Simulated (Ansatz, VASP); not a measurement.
# Pb in VASP and in Ansatz

```
CELL_PARAMETERS angstrom
-1.97966 1.97966 1.97966
1.97966 -1.97966 1.97966
1.97966 1.97966 -1.97966
ATOMIC_POSITIONS crystal
Pb 0.00000 0.00000 0.00000
```

Alike in both runs: task single point; functional PBE; k mesh 13 × 13 × 13; occupations fermi-dirac, width 0.08 eV; no spin polarisation.

|  | VASP | Ansatz |
| --- | --- | --- |
| version | VASP 6.6.1 | Ansatz 0.2.0 |
| potentials or method | VASP PAW PBE potentials, release 64 (Pb_d), cutoff 520 eV | all-electron LAPW, scalar-relativistic |

```csv
,VASP,Ansatz,Ansatz less VASP
pressure (GPa),1.1,1.2,+0.06
```

Ansatz ran all-electron here, and VASP with PAW potentials.

Spin-orbit coupling is off throughout.
